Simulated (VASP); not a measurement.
# H4C in VASP: further runs

Runs on H4C. Level: PBE+D3(BJ). Tasks: single point.

Program: VASP 6.6.1. These are calculated values, not measurements. Logs are shortened: lines on timing, memory, paths and dates and some standing lists are left out, and cuts for length are marked.

### 1 The cell of the first run

The cell holds an amorphous packing of atoms, 30 atoms: a = 7.230 Å, b = 7.230 Å, c = 7.230 Å, α = 90.00°, β = 90.00°, γ = 90.00°.

### 2 Single point, PBE+D3(BJ)

Input file INCAR:

```
ALGO = Normal
EDIFF = 1E-7
ENCUT = 520
GGA = PE
ISIF = 2
ISMEAR = -1
IVDW = 12
LASPH = T
LCHARG = T
LELF = T
LREAL = Auto
LVHAR = T
LWAVE = F
NBANDS = 45
NELM = 100
PREC = Accurate
SIGMA = 0.02
```

Input file KPOINTS:

```
k-points
0
Gamma
  1 1 1
```

Input file POSCAR:

```
H4C
1.0
    7.2304270000      0.0000000000      0.0000000000
    0.0000000000      7.2304270000      0.0000000000
    0.0000000000      0.0000000000      7.2304270000
C H
6 24
Direct
    0.8284158045      0.4944659562      0.8288998700
    0.7554463934      0.3468674810      0.3697706927
    0.0478533287     -0.0443403965      0.6971095898
    0.3605457880      0.6169345185      0.7458065755
    0.4469168972      1.0075200261      0.2905637523
    0.4891965578      0.0402465857      0.8605992426
    0.7964674839      0.3387766725      0.8220123099
    0.7207043235      0.5640469090      0.7412978514
    0.9770100715      0.5125146827      0.8277104520
    0.7941439696      0.5516824940      0.9762632276
    0.8316797888      0.4684370646      0.3606979228
    0.8299371531      0.3027345411      0.4974118403
    0.7939365130      0.2540652163      0.2620453813
    0.6237390959      0.3869757623      0.3571849906
    0.0897319066      0.0833422424      0.7520164438
    0.0089068045     -0.1133681316      0.8161343721
    0.0910734594     -0.1220813100      0.5728983918
   -0.0846561344     -0.0094185309      0.6378738075
    0.4727659929      0.5008832812      0.7897043978
    0.4531405960      0.7333868387      0.7467470455
    0.2277320551      0.5885821128      0.8171578248
    0.3195523584      0.5974750869      0.5942525939
    0.4177761562      0.8797682350      0.1768360292
    0.3209630635      1.0983168767      0.2566653394
    0.6064233827      1.0258591920      0.2788217072
    0.3908897773      0.8953136516      0.3834075083
    0.4578014549     -0.0836741730      0.9561122739
    0.5754431931      0.1178630252      0.9548122123
    0.3926739043      0.1461601092      0.8078637679
    0.5266079030      0.0091834134      0.7251992171
```

Potentials or basis: VASP PAW PBE potentials, release 64 (C, H).

On the command line:

```
> cat potpaw_PBE.64/C/POTCAR potpaw_PBE.64/H/POTCAR > POTCAR
> mpirun -np 1 vasp_gam > vasp.out
```

OUTCAR:

```text
EDIFF = 1E-7
   ENCUT = 520
   GGA = PE
   ISIF = 2
   ISMEAR = -1
   IVDW = 12
   LASPH = T
   LREAL = Auto
   NELM = 100
   PREC = Accurate
 IVDW          = 12

 ion  position               nearest neighbor table
   1  0.828  0.494  0.829-   9 1.08   8 1.12   7 1.15  10 1.17
   2  0.755  0.347  0.370-  14 1.00  11 1.04  13 1.07  12 1.12
   3  0.048  0.956  0.697-  16 1.03  15 1.05  18 1.08  17 1.10
   4  0.361  0.617  0.746-  20 1.08  21 1.11  22 1.14  19 1.21
   5  0.447  0.008  0.291-  26 1.13  24 1.15  25 1.16  23 1.25
   6  0.489  0.040  0.861-  30 1.04  28 1.08  29 1.10  27 1.15
   7  0.796  0.339  0.822-   1 1.15
   8  0.721  0.564  0.741-   1 1.12
   9  0.977  0.513  0.828-   1 1.08
  10  0.794  0.552  0.976-   1 1.17
  11  0.832  0.468  0.361-   2 1.04
  12  0.830  0.303  0.497-   2 1.12
[... 16 lines left out ...]
  29  0.393  0.146  0.808-   6 1.10
  30  0.527  0.009  0.725-   6 1.04

  LATTYP: Found a simple cubic cell.
 ALAT       =     7.2304270000

  Lattice vectors:

 A1 = (   7.2304270000,   0.0000000000,   0.0000000000)
 A2 = (   0.0000000000,   7.2304270000,   0.0000000000)
 A3 = (   0.0000000000,   0.0000000000,   7.2304270000)

Analysis of symmetry for initial positions (statically):
=====================================================================
 Subroutine PRICEL returns:
 Original cell was already a primitive cell.

 Routine SETGRP: Setting up the symmetry group for a
 simple cubic supercell.

 Subroutine GETGRP returns: Found  1 space group operations
 (whereof  1 operations were pure point group operations)
 out of a pool of 48 trial point group operations.

The static configuration has the point symmetry C_1 .

Analysis of symmetry for dynamics (positions and initial velocities):
=====================================================================
 Subroutine PRICEL returns:
 Original cell was already a primitive cell.

 Routine SETGRP: Setting up the symmetry group for a
 simple cubic supercell.

 Subroutine GETGRP returns: Found  1 space group operations
 (whereof  1 operations were pure point group operations)
 out of a pool of 48 trial point group operations.

The dynamic configuration has the point symmetry C_1 .

 Subroutine INISYM returns: Found  1 space group operations
 (whereof  1 operations are pure point group operations),
 and found     1 'primitive' translations

----------------------------------------------------------------------------------------

                                     Primitive cell

  volume of cell :     378.0000

  direct lattice vectors                    reciprocal lattice vectors
     7.230427000  0.000000000  0.000000000     0.138304418  0.000000000  0.000000000
     0.000000000  7.230427000  0.000000000     0.000000000  0.138304418  0.000000000
     0.000000000  0.000000000  7.230427000     0.000000000  0.000000000  0.138304418

  length of vectors
     7.230427000  7.230427000  7.230427000     0.138304418  0.138304418  0.138304418

  position of ions in fractional coordinates (direct lattice)
     0.828415804  0.494465956  0.828899870
     0.755446393  0.346867481  0.369770693
     0.047853329  0.955659604  0.697109590
     0.360545788  0.616934519  0.745806575
     0.446916897  0.007520026  0.290563752
     0.489196558  0.040246586  0.860599243
[... 22 lines left out ...]
     0.392673904  0.146160109  0.807863768
     0.526607903  0.009183413  0.725199217

  ion indices of the primitive-cell ions
   primitive index   ion index
                 1           1
                 2           2
                 3           3
                 4           4
                 5           5
                 6           6
[... 22 lines left out ...]
                29          29
                30          30

----------------------------------------------------------------------------------------

 KPOINTS: k-points

Automatic generation of k-mesh.
 Grid dimensions read from file:
 generate k-points for:    1    1    1

 Generating k-lattice:

  Cartesian coordinates                     Fractional coordinates (reciprocal lattice)
     0.138304418  0.000000000  0.000000000     1.000000000  0.000000000  0.000000000
     0.000000000  0.138304418  0.000000000     0.000000000  1.000000000  0.000000000
     0.000000000  0.000000000  0.138304418     0.000000000  0.000000000  1.000000000

  Length of vectors
     0.138304418  0.138304418  0.138304418

  Shift w.r.t. Gamma in fractional coordinates (k-lattice)
     0.000000000  0.000000000  0.000000000

 Subroutine IBZKPT returns following result:
 ===========================================

 Found      1 irreducible k-points:

 Following reciprocal coordinates:
            Coordinates               Weight
  0.000000  0.000000  0.000000      1.000000
   k-points           NKPTS =      1   k-points in BZ     NKDIM =      1   number of bands    NBANDS=     45
   number of dos      NEDOS =    301   number of ions     NIONS =     30
   total plane-waves  NPLWV = 157464
   dimension x,y,z NGX =    54 NGY =   54 NGZ =   54
   dimension x,y,z NGXF=   108 NGYF=  108 NGZF=  108
   ions per type =               6  24
   NGX,Y,Z   is equivalent  to a cutoff of  12.42, 12.42, 12.42 a.u.
   NGXF,Y,Z  is equivalent  to a cutoff of  24.83, 24.83, 24.83 a.u.
 SYSTEM =  unknown system
   PREC   = accura    normal or accurate (medium, high low for compatibility)
   ISTART =      0    job   : 0-new  1-cont  2-samecut
   ICHARG =      2    charge: 1-file 2-atom 10-const
   ISPIN  =      1    spin polarized calculation?
   LNONCOLLINEAR =      F non collinear calculations
   LSORBIT =      F    spin-orbit coupling
   LASPH  =      T    aspherical Exc in radial PAW
   ENCUT  =  520.0 eV  38.22 Ry    6.18 a.u.  13.44 13.44 13.44*2*pi/ulx,y,z
   NELM   =    100;   NELMIN=  2; NELMDL= -5     # of ELM steps
   EDIFF  = 0.1E-06   stopping-criterion for ELM
   LREAL  =      T    real-space projection
   EDIFFG = 0.1E-05   stopping-criterion for IOM
   NSW    =      0    number of steps for IOM
   IBRION =     -1    ionic relax: 0-MD 1-quasi-New 2-CG
   NFREE  =      0    steps in history (QN), initial steepest desc. (CG)
   ISIF   =      2    stress and relaxation
   ISYM   =      2    0-nonsym 1-usesym 2-fastsym
   POTIM  = 0.5000    time-step for ionic-motion
   TEBEG  =    0.0;   TEEND  =   0.0 temperature during run
   PSTRESS=    0.0 pullay stress
   NELECT =      48.0000    total number of electrons
   NUPDOWN=      -1.0000    fix difference up-down
   EMIN   =  10.00;   EMAX   =-10.00  energy-range for DOS
   EFERMI =   0.00;   METHOD = LEGACY
   ISMEAR =    -1;   SIGMA  =   0.02  broadening in eV -4-tet -1-fermi 0-gaus
   EFERMI_NEDOS =   21; number of points for ismear=-14 and -15
   IALGO  =     38    algorithm
   IMIX   =      4    mixing-type and parameters
     AMIX     =   0.40;   BMIX     =  1.00
     AMIX_MAG =   1.60;   BMIX_MAG =  1.00
  volume/ion in A,a.u.               =      12.60        85.03
  Fermi-wavevector in a.u.,A,eV,Ry     =   0.822857  1.554975  9.212429  0.677094
  Thomas-Fermi vector in A             =   1.934266
   LORBIT       =      0    0 simple, 1 ext, 2 COOP (PROOUT), +10 PAW based schemes
   GGA     = PE    functional components
   LHFCALC =     F    Hartree Fock is set to
   AEXX    =    0.0000 exact exchange contribution
   IVDW    =    12    specifies the selected vdW correction
   LEPSILON=     F    determine dielectric tensor
   LRPA    =     F    only Hartree local field effects (RPA)
 non-spin polarized calculation
  energy-cutoff  :      520.00
  volume of cell :      378.00
 maximum number of plane-waves:      5066
 NGX is ok and might be reduce to    54
   NGX = 27   NGY = 27   NGZ = 27

 number of electron      47.9999997 magnetization

 Free energy of the ion-electron system (eV)
  ---------------------------------------------------
  ext. energy  EPLUGINS =         0.00000000
  ---------------------------------------------------
  free energy    TOTEN  =      -139.31160783 eV

  energy without entropy =     -139.31160783  energy(sigma->0) =     -139.31160783

 E-fermi :  -4.2757     XC(G=0):  -5.4699

 val. band max:       -4.8240698644   @ k =   0.0000   0.0000   0.0000
 cond. band min:       0.3737656310   @ k =   0.0000   0.0000   0.0000
 fundamental gap:      5.1978354953
 Fermi energy:        -4.2757338629

 k-point     1 :       0.0000    0.0000    0.0000
  band No.  band energies     occupation
      1     -15.4583      2.00000
      2     -15.2866      2.00000
      3     -15.0288      2.00000
      4     -14.8480      2.00000
      5     -14.5186      2.00000
      6     -14.4254      2.00000
[... 28 lines left out ...]
     35       4.1866      0.00000
     36       4.4174      0.00000
 [bands above 36 left out]

------------------------ aborting loop because EDIFF is reached ----------------------------------------

 Edisp (eV)   -0.81339

 E8    (eV) :    -0.1717

  FORCE on cell =-STRESS in cart. coord.  units (eV):
  Direction    XX          YY          ZZ          XY          YZ          ZX
  --------------------------------------------------------------------------------------
  -------------------------------------------------------------------------------------
  Total       0.75207    -0.37391     0.61847     2.32242    -0.41827    -4.85476
  in kB       3.18772    -1.58485     2.62143     9.84372    -1.77288   -20.57720
  external pressure =        1.41 kB  Pullay stress =        0.00 kB

 VOLUME and BASIS-vectors are now :
 -----------------------------------------------------------------------------
  energy-cutoff  :      520.00
  volume of cell :      378.00
      direct lattice vectors                 reciprocal lattice vectors
     7.230427000  0.000000000  0.000000000     0.138304418  0.000000000  0.000000000
     0.000000000  7.230427000  0.000000000     0.000000000  0.138304418  0.000000000
     0.000000000  0.000000000  7.230427000     0.000000000  0.000000000  0.138304418

 POSITION                                       TOTAL-FORCE (eV/Angst)
 -----------------------------------------------------------------------------------
      5.98980      3.57520      5.99330        -1.941053     -0.718167      2.404712
      5.46220      2.50800      2.67360         4.100771     -1.515773      1.288884
      0.34600      6.90983      5.04040        -1.877027      0.016057     -2.211232
      2.60690      4.46070      5.39250         1.298374     -3.466042     -1.439551
      3.23140      0.05437      2.10090        -1.563192     -4.446123     -2.243120
      3.53710      0.29100      6.22250        -0.926138      0.212884      1.956015
[... 22 lines left out ...]
      2.83920      1.05680      5.84120        -1.199703     -0.423615      1.324162
      3.80760      0.06640      5.24350         2.104330     -1.022889     -1.415767
 -----------------------------------------------------------------------------------
    total drift:                               -0.000941     -0.010824      0.015659

  FREE ENERGIE OF THE ION-ELECTRON SYSTEM (eV)
  ---------------------------------------------------
  free  energy   TOTEN  =      -140.1249997404 eV

  energy  without entropy=     -140.1249997404  energy(sigma->0) =     -140.12499974
```

Run time: 86 s. Hardware: 1 thread of AMD EPYC 7R13, shared host; peak memory 0.32 GiB.

Results:

- Free energy: -140.1250 eV
- Pressure: 0.1 GPa
- Largest force: 5.219 eV/Å
- Band gap on the k mesh: 5.20 eV
- Dispersion energy per atom: -0.027 eV

Forces in eV/Å, atoms in the order of the input:
```
C   -1.941 -0.718  2.405
C    4.101 -1.516  1.289
C   -1.877  0.016 -2.211
C    1.298 -3.466 -1.440
C   -1.563 -4.446 -2.243
C   -0.926  0.213  1.956
H    0.270  1.406  0.305
H    1.620 -0.092 -0.089
H    0.105  0.359 -1.054
H    0.112 -0.986 -1.422
H    1.287  2.157 -1.090
H   -1.585 -0.591  0.020
H    0.311 -0.486 -0.875
H   -4.021  0.477  0.587
H    1.712  1.429 -0.394
H   -0.221 -2.106  1.606
H    1.382  0.262  0.941
H   -1.196  0.464 -0.036
H   -2.222  1.179 -0.902
H   -0.886  0.953  0.615
H    0.918  1.127  0.405
H    0.643 -0.193  1.029
H    0.722  2.378  1.048
H    2.031 -0.060  0.353
H   -2.390  0.398  0.525
H    0.943  1.384  1.089
H   -0.704  1.546 -1.825
H    1.173  0.359 -0.499
H   -1.200 -0.424  1.324
H    2.104 -1.023 -1.416
```

Stress tensor (GPa, compression positive):
```
 0.32  0.98 -2.06
 0.98 -0.16 -0.18
-2.06 -0.18  0.26
```

Levels at points of the mesh, in eV from the valence-band top:
```tsv
k point	band 20	band 21	band 22	band 23	band 24	band 25	band 26	band 27	band 28	band 29
(0.00, 0.00, 0.00)	-1.56	-1.20	-0.97	-0.74	0.00	5.20	7.01	7.46	7.64	8.00
```

Caveat: the k points lie up to 0.87 Å⁻¹ apart.

### 3 Single point, PBE+D3(BJ)

Input file INCAR:

```
  PREC = Accurate
  ENCUT = 520
  EDIFF = 1E-6
  ISMEAR = -1
  SIGMA = 0.02
  LREAL = Auto
  LASPH = T
  NELM = 100
  ALGO = Normal
  ISIF = 2
  LWAVE = F
  LCHARG = T
  GGA = PE
  IVDW = 12
  LELF = T
  LVHAR = T
  NBANDS = 45
```

Input file KPOINTS:

```
regular mesh
0
Gamma
  1 1 1
```

Input file POSCAR:

```
H4C
1.0
    7.2304270000      0.0000000000      0.0000000000
    0.0000000000      7.2304270000      0.0000000000
    0.0000000000      0.0000000000      7.2304270000
C H
6 24
Direct
    0.9907022089      0.3709324498      0.8842354677
    0.7618222271      0.3729378638      0.4108609353
   -0.1248197375     -0.1328137329      0.6472785079
    0.4544406575      0.6337661662      0.7286706580
    0.4611069305      0.9424477973      0.3402288689
    0.3778061794      0.2581313662      0.7728312588
    1.0685537659      0.2822239959      0.9594315799
    1.0203270153      0.4900263843      0.7902991068
    0.8844429243      0.4087587082      0.9961237421
    0.8935018637      0.2896647736      0.7920832338
    0.8987850925      0.3470334463      0.4412049247
    0.7349081873      0.2476755522      0.4569163066
    0.7370104145      0.3877640975      0.2505661146
    0.7021300402      0.4896529624      0.4913126154
   -0.1014324604     -0.2554620910      0.7425840825
    0.0100962225     -0.0884456755      0.5805881174
   -0.2090194673     -0.0200264798      0.6784523238
   -0.2149942182     -0.1955901083      0.5535496036
    0.5319049622      0.6175292275      0.8632408570
    0.4824196413      0.5157510061      0.6525617367
    0.5129849178      0.7624307665      0.6955329194
    0.3298975289      0.6873452979      0.7656809204
    0.4092427736      0.8672516851      0.4732500584
    0.4412325856      0.8879835174      0.2075396100
    0.6192442023      0.9493215269      0.3620256452
    0.3956751102      1.0633535198      0.3320550778
    0.3183076186      0.2679371495      0.9108728987
    0.2844783579      0.3636023156      0.7053387027
    0.4092842650      0.1430344294      0.6903741646
    0.5189596686      0.3152234301      0.7711024536
```

Potentials or basis: VASP PAW PBE potentials, release 64 (C, H).

On the command line:

```
> cat potpaw_PBE.64/C/POTCAR potpaw_PBE.64/H/POTCAR > POTCAR
> mpirun -np 1 vasp_gam > vasp.out
```

It took 89 s on 1 thread of AMD EPYC 7R13, shared host; peak memory 0.31 GiB.

It converged, with:

* Free energy: -140.5573 eV
* Pressure: 3.2 GPa
* Largest force: 6.296 eV/Å
* Band gap on the k mesh: 6.22 eV
* Dispersion energy per atom: -0.028 eV

Forces on the atoms (eV/Å):
```
C   -5.879  1.835 -1.308
C   -0.888  4.269 -3.410
C    2.591 -1.753 -0.158
C    3.296  1.531  2.861
C    3.189 -3.254  3.217
C    0.172  2.606 -0.165
H    2.754 -1.583  0.914
H    0.903 -0.554  1.192
H    0.815  0.526 -1.001
H    0.814 -0.070  0.473
H    3.255  1.112  0.017
H   -2.938 -4.485  1.431
H    0.285 -0.239  2.275
H    0.333 -0.673 -0.415
H   -0.135  1.634  0.134
H   -1.068 -0.349  0.429
H   -0.591  1.612  1.697
H   -0.619 -1.050 -2.070
H   -0.571 -0.397 -0.376
H   -0.191 -0.524 -1.569
H    1.362  1.087 -1.485
H   -3.625 -0.182  0.578
H    0.236  0.388 -2.161
H   -0.466 -1.692 -1.271
H   -1.625  0.465 -0.319
H   -1.477  4.211  0.210
H    0.545 -1.329  0.231
H    0.826 -1.263 -0.215
H   -1.003 -2.075 -0.348
H   -0.301  0.195  0.610
```

Stress tensor (GPa, compression positive):
```
 3.10  0.52  0.01
 0.52  6.75  0.91
 0.01  0.91 -0.20
```

Levels at points of the mesh, in eV from the valence-band top:
```tsv
k point	band 22	band 23	band 24	band 25	band 26	band 27
(0.00, 0.00, 0.00)	-0.54	-0.43	0.00	6.22	8.30	8.34
```

Caveat: the k points lie up to 0.87 Å⁻¹ apart.

[end of part 1 of 2]
